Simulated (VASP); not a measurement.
# BaF2 (Fm-3m) in VASP: G0W0 quasiparticle levels with PBE

Aim: the G0W0 quasiparticle levels of BaF2 with PBE.

Program: VASP 6.6.1. These are calculated values, not measurements. Logs are shortened: lines on timing, memory, paths and dates and some standing lists are left out, and cuts for length are marked.

**1. The cell of the first run**

The structure is cubic, space group Fm-3m (No. 225). Conventional cell: a = 6.194 Å, b = 6.194 Å, c = 6.194 Å, α = 90.00°, β = 90.00°, γ = 90.00°. Within 3.5 Å of Ba (site symmetry m-3m) lie 8 F at 2.68 Å. F (site symmetry -43m) has 4 Ba at 2.68 Å and 6 F at 3.10 Å within 3.5 Å.

**2. G0W0 quasiparticle levels, PBE**

Contents of POSCAR:

```
BaF2
1.0
    0.0000000000      3.0971637718      3.0971637718
    3.0971637718      0.0000000000      3.0971637718
    3.0971637718      3.0971637718      0.0000000000
Ba F
1 2
Direct
    0.0000000000      0.0000000000      0.0000000000
    0.2500000000      0.2500000000      0.2500000000
    0.7500000000      0.7500000000      0.7500000000
```

Contents of INCAR.step1:

```
PREC = Accurate
ENCUT = 500
EDIFF = 1E-8
ISMEAR = 0
SIGMA = 0.01
LREAL = False
LASPH = True
NELM = 80
ALGO = Normal
LWAVE = True
LCHARG = False
GGA = PE
```

Contents of INCAR.step2:

```
PREC = Accurate
ENCUT = 500
EDIFF = 1E-8
ISMEAR = 0
SIGMA = 0.01
LREAL = False
LASPH = True
NELM = 1
ALGO = Exact
LWAVE = True
LCHARG = False
GGA = PE
NBANDS = 146
LOPTICS = True
ISTART = 1
```

Contents of INCAR.step3:

```
PREC = Accurate
ENCUT = 500
EDIFF = 1E-8
ISMEAR = 0
SIGMA = 0.01
LREAL = False
LASPH = True
ALGO = EVGW0
LWAVE = False
LCHARG = False
GGA = PE
NELMGW = 1
NBANDS = 146
ENCUTGW = 100.0
NOMEGA = 48
PRECFOCK = Fast
ISTART = 1
NBANDSGW = 20
```

Contents of KPOINTS:

```
Automatic mesh
0
Gamma
  6 6 6
```

Potentials or basis: VASP PAW PBE potentials, release 64 (Ba_sv_GW, F_GW).

On the command line:

```
> cat potpaw_PBE.64/Ba_sv_GW/POTCAR potpaw_PBE.64/F_GW/POTCAR > POTCAR
> cp INCAR.step1 INCAR
> mpirun -np 1 vasp_std > vasp.out
> cp INCAR.step2 INCAR
> mpirun -np 1 vasp_std > vasp.out
> cp INCAR.step3 INCAR
> mpirun -np 1 vasp_std > vasp.out
```

OUTCAR:

```text
PREC = Accurate
   ENCUT = 500
   EDIFF = 1E-8
   ISMEAR = 0
   LREAL = False
   LASPH = True
   GGA = PE
   NELMGW = 1
   ENCUTGW = 100.0
   PRECFOCK = Fast
   ISTART = 1

 ion  position               nearest neighbor table
   1  0.000  0.000  0.000-
   2  0.250  0.250  0.250-
   3  0.750  0.750  0.750-

  LATTYP: Found a face centered cubic cell.
 ALAT       =     6.1943275436

  Lattice vectors:

 A1 = (   0.0000000000,   3.0971637718,   3.0971637718)
 A2 = (   3.0971637718,   0.0000000000,   3.0971637718)
 A3 = (   3.0971637718,   3.0971637718,   0.0000000000)

Analysis of symmetry for initial positions (statically):
=====================================================================
 Subroutine PRICEL returns:
 Original cell was already a primitive cell.

 Routine SETGRP: Setting up the symmetry group for a
 face centered cubic supercell.

 Subroutine GETGRP returns: Found 48 space group operations
 (whereof 48 operations were pure point group operations)
 out of a pool of 48 trial point group operations.

The static configuration has the point symmetry O_h .

Analysis of symmetry for dynamics (positions and initial velocities):
=====================================================================
 Subroutine PRICEL returns:
 Original cell was already a primitive cell.

 Routine SETGRP: Setting up the symmetry group for a
 face centered cubic supercell.

 Subroutine GETGRP returns: Found 48 space group operations
 (whereof 48 operations were pure point group operations)
 out of a pool of 48 trial point group operations.

The dynamic configuration has the point symmetry O_h .

 Subroutine INISYM returns: Found 48 space group operations
 (whereof 48 operations are pure point group operations),
 and found     1 'primitive' translations

----------------------------------------------------------------------------------------

                                     Primitive cell

  volume of cell :      59.4186

  direct lattice vectors                    reciprocal lattice vectors
     0.000000000  3.097163772  3.097163772    -0.161438024  0.161438024  0.161438024
     3.097163772  0.000000000  3.097163772     0.161438024 -0.161438024  0.161438024
     3.097163772  3.097163772  0.000000000     0.161438024  0.161438024 -0.161438024

  length of vectors
     4.380051011  4.380051011  4.380051011     0.279618860  0.279618860  0.279618860

  position of ions in fractional coordinates (direct lattice)
     0.000000000  0.000000000  0.000000000
     0.250000000  0.250000000  0.250000000
     0.750000000  0.750000000  0.750000000

  ion indices of the primitive-cell ions
   primitive index   ion index
                 1           1
                 2           2
                 3           3

----------------------------------------------------------------------------------------

 KPOINTS: Automatic mesh

Automatic generation of k-mesh.
 Grid dimensions read from file:
 generate k-points for:    6    6    6

 Generating k-lattice:

  Cartesian coordinates                     Fractional coordinates (reciprocal lattice)
    -0.026906337  0.026906337  0.026906337     0.166666667  0.000000000  0.000000000
     0.026906337 -0.026906337  0.026906337     0.000000000  0.166666667  0.000000000
     0.026906337  0.026906337 -0.026906337     0.000000000  0.000000000  0.166666667

  Length of vectors
     0.046603143  0.046603143  0.046603143

  Shift w.r.t. Gamma in fractional coordinates (k-lattice)
     0.000000000  0.000000000  0.000000000

 Subroutine IBZKPT returns following result:
 ===========================================

 Found     16 irreducible k-points:

 Following reciprocal coordinates:
            Coordinates               Weight
  0.000000  0.000000  0.000000      1.000000
  0.166667  0.000000  0.000000      8.000000
  0.333333  0.000000  0.000000      8.000000
  0.500000  0.000000  0.000000      4.000000
  0.166667  0.166667  0.000000      6.000000
  0.333333  0.166667  0.000000     24.000000
[... 8 lines left out ...]
 -0.333333  0.333333  0.166667     24.000000
 -0.333333  0.500000  0.166667     12.000000
   k-points           NKPTS =     16   k-points in BZ     NKDIM =    216   number of bands    NBANDS=    146
   number of dos      NEDOS =    301   number of ions     NIONS =      3
   total plane-waves  NPLWV =  32768
   dimension x,y,z NGX =    32 NGY =   32 NGZ =   32
   dimension x,y,z NGXF=    64 NGYF=   64 NGZF=   64
   ions per type =               1   2
   NGX,Y,Z   is equivalent  to a cutoff of  12.15, 12.15, 12.15 a.u.
   NGXF,Y,Z  is equivalent  to a cutoff of  24.29, 24.29, 24.29 a.u.
 SYSTEM =  unknown system
   PREC   = accura    normal or accurate (medium, high low for compatibility)
   ISTART =      1    job   : 0-new  1-cont  2-samecut
   ICHARG =      0    charge: 1-file 2-atom 10-const
   ISPIN  =      1    spin polarized calculation?
   LNONCOLLINEAR =      F non collinear calculations
   LSORBIT =      F    spin-orbit coupling
   LASPH  =      T    aspherical Exc in radial PAW
   ENCUT  =  500.0 eV  36.75 Ry    6.06 a.u.   7.99  7.99  7.99*2*pi/ulx,y,z
   NELM   =     60;   NELMIN=  2; NELMDL=  0     # of ELM steps
   EDIFF  = 0.1E-07   stopping-criterion for ELM
   LREAL  =      F    real-space projection
   EDIFFG = 0.1E-06   stopping-criterion for IOM
   NSW    =      0    number of steps for IOM
   IBRION =     -1    ionic relax: 0-MD 1-quasi-New 2-CG
   NFREE  =      0    steps in history (QN), initial steepest desc. (CG)
   ISIF   =      0    stress and relaxation
   ISYM   =      3    0-nonsym 1-usesym 2-fastsym
   POTIM  = 0.5000    time-step for ionic-motion
   TEBEG  =    0.0;   TEEND  =   0.0 temperature during run
   PSTRESS=    0.0 pullay stress
   NELECT =      24.0000    total number of electrons
   NUPDOWN=      -1.0000    fix difference up-down
   EMIN   =  10.00;   EMAX   =-10.00  energy-range for DOS
   EFERMI =   0.00;   METHOD = LEGACY
   ISMEAR =     0;   SIGMA  =   0.01  broadening in eV -4-tet -1-fermi 0-gaus
   EFERMI_NEDOS =   21; number of points for ismear=-14 and -15
   IALGO  =     38    algorithm
   IMIX   =      4    mixing-type and parameters
     AMIX     =   0.40;   BMIX     =  1.00
     AMIX_MAG =   1.60;   BMIX_MAG =  1.00
  volume/ion in A,a.u.               =      19.81       133.66
  Fermi-wavevector in a.u.,A,eV,Ry     =   1.210146  2.286844 19.925095  1.464453
  Thomas-Fermi vector in A             =   2.345702
   LORBIT       =      0    0 simple, 1 ext, 2 COOP (PROOUT), +10 PAW based schemes
   GGA     = PE    functional components
   LHFCALC =     T    Hartree Fock is set to
   PRECFOCK=fast      Normal, Fast or Accurate (Low or Medium for compatibility)
   ENCUT4O =  -1.0   cutoff for four orbital integrals eV
   NKREDX  =     1    reduce k-point grid by
   NKREDY  =     1    reduce k-point grid by
   NKREDZ  =     1    reduce k-point grid by
   AEXX    =    1.0000 exact exchange contribution
   HFSCREEN=    0.0000 screening length (either q_TF or 0.3 A-1)
   HFSCREENC=   0.0000 screening length for correlation (either q_TF or 0.3 A-1)
   ENCUTFOCK=  -1.0 apply spherical cutoff to Coloumb kernel
   IVDW    =     0    specifies the selected vdW correction
   LEPSILON=     F    determine dielectric tensor
   LRPA    =     F    only Hartree local field effects (RPA)
   LRPAFORCE           =     F    calculate RPA forces
   ENCUTGW             = 100.0    cutoff for response function in eV
   ENCUTGWSOFT         =  80.0    soft cutoff for Coulomb kernel in GW response function in eV
   ENCUTLF             =  -1.0    cutoff for local field effects
   NELMGW              =     1    number of iterations in solving QP/BSE equation
   NELMHF              =     1    number of iterations in the inner HF iteration
   NKREDLFX            =     1    NKREDLFY  =   1   NKREDLFZ  =   1
 non-spin polarized calculation
 Gauss-broadening in eV      SIGMA  =   0.01
  energy-cutoff  :      500.00
  volume of cell :       59.42
 maximum number of plane-waves:      1527
  NGX = 18; NGY = 18; NGZ = 18
   NGX = 15   NGY = 15   NGZ = 15
 maximum number of plane-waves:       144
 NGX is ok and might be reduce to    18

 QP shifts <psi_nk| G(iteration)W_0 |psi_nk>: iteration 1
 for sc-GW calculations column KS-energies equals QP-energies in previous step
 and V_xc(KS)=  KS-energies - (<T + V_ion + V_H > + <T+V_H+V_ion>^1  + <V_x>^1)

 k-point   1 :       0.0000    0.0000    0.0000
  band No.  KS-energies  QP-energies   sigma(KS)   V_xc(KS)     V^pw_x(r,r')   Z            occupation Imag(sigma)

      1     -23.0132     -24.5141     -17.6627     -15.4715     -25.2569       0.6849       2.0000       1.1148
      2     -18.9694     -22.5460     -28.3301     -23.2283     -37.2825       0.7011       2.0000       0.6396
      3     -18.9019     -22.2938     -27.4075     -22.6106     -36.1253       0.7071       2.0000       0.6754
      4      -7.8445     -10.1345     -16.8336     -14.0798     -19.2972       0.8316       2.0000       0.1035
      5      -7.8445     -10.1345     -16.8336     -14.0798     -19.2972       0.8316       2.0000       0.1035
      6      -7.8445     -10.1345     -16.8336     -14.0798     -19.2972       0.8316       2.0000       0.1035
[... 12 lines left out ...]
     19      12.5622      17.1993      -7.5851     -13.1578      -2.7622       0.8321       0.0000      -0.1047
     20      12.5622      17.1993      -7.5851     -13.1578      -2.7622       0.8321       0.0000      -0.1047

 k-point   2 :       0.1667    0.0000    0.0000
  band No.  KS-energies  QP-energies   sigma(KS)   V_xc(KS)     V^pw_x(r,r')   Z            occupation Imag(sigma)

      1     -22.9609     -24.4377     -17.5927     -15.4367     -25.1392       0.6850       2.0000       1.1077
      2     -19.0005     -22.5572     -28.1994     -23.1253     -37.1394       0.7010       2.0000       0.6468
      3     -18.9650     -22.3936     -27.5285     -22.6713     -36.3047       0.7059       2.0000       0.6724
      4      -7.8939     -10.1948     -16.8647     -14.0921     -19.3761       0.8299       2.0000       0.1090
      5      -7.8868     -10.1834     -16.8349     -14.0698     -19.3340       0.8305       2.0000       0.1089
      6      -7.8868     -10.1834     -16.8349     -14.0698     -19.3340       0.8305       2.0000       0.1089
[... 12 lines left out ...]
     19      12.2773      16.3782      -7.2555     -12.1368      -2.6200       0.8401       0.0000      -0.1005
     20      12.7506      17.7585      -7.5850     -13.6203      -2.5907       0.8298       0.0000      -0.1056

 k-point   3 :       0.3333    0.0000    0.0000
  band No.  KS-energies  QP-energies   sigma(KS)   V_xc(KS)     V^pw_x(r,r')   Z            occupation Imag(sigma)

      1     -22.8497     -24.2765     -17.4229     -15.3500     -24.8615       0.6883       2.0000       1.0922
      2     -19.1333     -22.6179     -27.7896     -22.7854     -36.7149       0.6963       2.0000       0.6680
      3     -19.0216     -22.5384     -27.9466     -22.9403     -36.8402       0.7025       2.0000       0.6599
      4      -7.9781     -10.3017     -16.9330     -14.1273     -19.5215       0.8282       2.0000       0.1174
      5      -7.9681     -10.2752     -16.8365     -14.0505     -19.4008       0.8281       2.0000       0.1193
      6      -7.9681     -10.2752     -16.8365     -14.0505     -19.4008       0.8281       2.0000       0.1193
[... 12 lines left out ...]
     19      12.2329      15.7867      -7.7108     -11.9154      -3.2849       0.8452       0.0000      -0.0966
     20      12.7997      18.1012      -7.5919     -13.9805      -2.4465       0.8299       0.0000      -0.1059
[... 265 lines left out ...]
 k-point  15 :      -0.3333    0.3333    0.1667
  band No.  KS-energies  QP-energies   sigma(KS)   V_xc(KS)     V^pw_x(r,r')   Z            occupation Imag(sigma)

      1     -22.7318     -24.0990     -17.2125     -15.2385     -24.5265       0.6926       2.0000       1.0766
      2     -19.1970     -22.7008     -27.8846     -22.8264     -36.8652       0.6927       2.0000       0.6690
      3     -19.1537     -22.6633     -27.9051     -22.8581     -36.8636       0.6954       2.0000       0.6668
      4      -8.2014     -10.5546     -16.7990     -13.9490     -19.5334       0.8257       2.0000       0.1506
      5      -7.9755     -10.2944     -16.9404     -14.1404     -19.5326       0.8282       2.0000       0.1196
      6      -7.9755     -10.2944     -16.9404     -14.1404     -19.5326       0.8282       2.0000       0.1196
[... 12 lines left out ...]
     19      12.5909      17.1638      -8.1484     -13.6546      -3.3532       0.8305       0.0000      -0.1033
     20      12.7301      17.6960      -7.6563     -13.6311      -2.6390       0.8311       0.0000      -0.1060

 k-point  16 :      -0.3333    0.5000    0.1667
  band No.  KS-energies  QP-energies   sigma(KS)   V_xc(KS)     V^pw_x(r,r')   Z            occupation Imag(sigma)

      1     -22.7115     -24.0720     -17.1727     -15.2170     -24.4642       0.6957       2.0000       1.0743
      2     -19.2394     -22.7273     -27.7939     -22.7475     -36.7800       0.6912       2.0000       0.6741
      3     -19.1428     -22.6739     -28.0152     -22.9387     -36.9906       0.6956       2.0000       0.6629
      4      -8.2580     -10.6263     -16.7749     -13.9127     -19.5438       0.8274       2.0000       0.1590
      5      -8.1044     -10.4388     -16.8793     -14.0510     -19.5553       0.8254       2.0000       0.1366
      6      -7.8238     -10.1253     -17.0341     -14.2657     -19.5293       0.8314       2.0000       0.1023
[... 12 lines left out ...]
     19      12.4478      17.1427      -7.6288     -13.2588      -2.7707       0.8339       0.0000      -0.1027
     20      12.7522      17.6404      -7.7951     -13.6800      -2.8353       0.8306       0.0000      -0.1071
```

It took 24 min on 1 thread of AMD EPYC 9R45 (Zen 5), shared host; peak memory 1.1 GiB.

What came out:

```
Band gap on the k mesh, mean-field level : 6.86 eV, indirect (least direct gap 6.94 eV)
Quasiparticle gap                        : 9.48 eV
Least direct quasiparticle gap           : 9.57 eV
```

Caveat: bands, screening cutoff and mesh are small and nothing is extrapolated, so the quasiparticle values aren't converged; spin-orbit coupling is left out, which moves the levels of the heavy elements.
